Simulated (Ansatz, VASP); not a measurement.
**One calculation of W, two programs**

The input INCAR:

```
SYSTEM = W
PREC = Accurate
ENCUT = 520
EDIFF = 1E-7
ISMEAR = -1
SIGMA = 0.05
LREAL = .False.
LASPH = .True.
NELM = 100
ALGO = Normal
ISIF = 2
LWAVE = .False.
LCHARG = .False.
GGA = CA
NBANDS = 13
```

File KPOINTS:

```
regular mesh
0
Gamma
  12 12 12
  0 0 0
```

The input POSCAR:

```
W
1.0
   -1.5500431812      1.5500431812      1.5500431812
    1.5500431812     -1.5500431812      1.5500431812
    1.5500431812      1.5500431812     -1.5500431812
W
1
Direct
    0.0000000000      0.0000000000      0.0000000000
```

The input input.yaml:

```yaml
crystal:
  lattice:
    - [-1.5500431812, 1.5500431812, 1.5500431812]
    - [1.5500431812, -1.5500431812, 1.5500431812]
    - [1.5500431812, 1.5500431812, -1.5500431812]
  atoms:
    - { symbol: W, position: [0.0, 0.0, 0.0] }
kpoints:
  mp_grid: { grid: [12, 12, 12] }
scf:
  occupations: { method: fermi_dirac, width: 0.05 }
hamiltonian:
  xc: lda
  pseudopotentials: { kind: all_electron, lapw: { basis_error: 0.001 } }
output:
  forces: true
  stress: true
  eigenvalues: true
```

Change from the starting cell: volume scaled by 0.94.

Alike in both runs: task single point; functional LDA; k mesh 12 × 12 × 12; occupations fermi-dirac, width 0.05 eV; no spin polarisation.

|  | VASP | Ansatz |
| --- | --- | --- |
| version | VASP 6.6.1 | Ansatz 0.2.0 |
| potentials or method | VASP PAW LDA potentials, release 64 (W_sv), cutoff 520 eV | all-electron LAPW, scalar-relativistic |

Ansatz gave:

| Quantity | Value |
| --- | --- |
| gap on the k mesh at the Fermi level (eV) | none |
| pressure (GPa) | 11.4 |

Estimate VASP's values.

gap on the k mesh at the Fermi level (eV): none; pressure (GPa): 13.7.

LDA's correlation is that of Perdew and Zunger in VASP and of Perdew and Wang (1992) in Ansatz. A gap of «none» marks a metal or a gap that the smearing closes. Ansatz ran all-electron here, and VASP with PAW potentials.

Neither program's run includes spin-orbit coupling.
